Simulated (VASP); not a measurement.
Set up this calculation in VASP 6.6.1, as the native input.

* Task: electric field gradients
* Functional: LDA
* Potentials or basis: VASP PAW LDA potentials, release 64 (Ta_pv, Ru_pv)
* Cutoff: 520 eV
* k mesh: 13 × 13 × 13
* Occupations: fermi-dirac, width 0.03 eV
* Spin: no spin polarisation
* Dipole correction: no
* Further INCAR settings: ALGO = Normal; EDIFF = 1e-08; NBANDS = 20

The structure of TaRu lies in POSCAR:

```
TaRu
1.0
    3.2495060651      0.0000000000      0.0000000000
    0.0000000000      3.2495060651      0.0000000000
    0.0000000000      0.0000000000      3.2495060651
Ta Ru
1 1
Direct
    0.5000000000      0.5000000000      0.5000000000
    0.0000000000      0.0000000000      0.0000000000
```

These files were run (other wordings do the same):

INCAR

```
SYSTEM = TaRu
  PREC = Accurate
  ENCUT = 520
  EDIFF = 1E-8
  ISMEAR = -1
  SIGMA = 0.03
  LREAL = .FALSE.
  LASPH = .TRUE.
  NELM = 60
  ALGO = Normal
  ISIF = 2
  LWAVE = .FALSE.
  LCHARG = .FALSE.
  LEFG = .TRUE.
  NBANDS = 20
```

KPOINTS

```
regular mesh
0
G
  13 13 13
  0 0 0
```

Potentials or basis: VASP PAW LDA potentials, release 64 (Ta_pv, Ru_pv).

Command:

```bash
$ cat potpaw_LDA.64/Ta_pv/POTCAR potpaw_LDA.64/Ru_pv/POTCAR > POTCAR
$ mpirun -np 1 vasp_std > vasp.out
```

It gave:

The pressure is -26.5 GPa and the band gap on the k mesh is zero (an odd number of electrons rules out a gap without spin polarisation). The largest electric field gradient by atom is zero within the noise of the run.

Caveat: the cell stands under tension; spin-orbit coupling is left out, which moves the levels of the heavy elements.

Wall time 71 s on 1 thread of AMD EPYC 7R13 (shared host), peak memory 0.14 GiB.
